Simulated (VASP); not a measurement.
Here is a VASP 6.6.1 calculation.

The input INCAR:

```
SYSTEM = AlN
PREC = Accurate
ENCUT = 600
EDIFF = 1E-6
ISMEAR = -1
SIGMA = 0.05
LREAL = .False.
LASPH = .True.
NELM = 120
ALGO = Normal
ISIF = 2
LWAVE = .False.
LCHARG = .False.
GGA = RP
IVDW = 12
NBANDS = 11
GGA_COMPAT = .False.
```

File KPOINTS:

```
regular mesh
0
Gamma
  10 10 10
  0 0 0
```

The input POSCAR:

```
AlN
1.0
    0.0000000000      2.1839935596      2.1839935596
    2.1839935596      0.0000000000      2.1839935596
    2.1839935596      2.1839935596      0.0000000000
Al N
1 1
Direct
    0.0000000000      0.0000000000      0.0000000000
    0.2500000000      0.2500000000      0.2500000000
```

Potentials or basis: VASP PAW PBE potentials, release 64 (Al, N).

Launch:

```console
$ cat potpaw_PBE.64/Al/POTCAR potpaw_PBE.64/N/POTCAR > POTCAR
$ mpirun -np 1 vasp_std > vasp.out
```

(1) Estimate the dispersion energy per atom.

(2) What does it give for the pressure?

(3) Predict the band gap on the k mesh.

Answers

(1) -1.127 eV.

(2) -13.4 GPa.

(3) 3.36 eV, indirect (least direct gap 4.23 eV).

Caveat: the PAW data sets were made with another functional, which shifts forces and pressure a little.
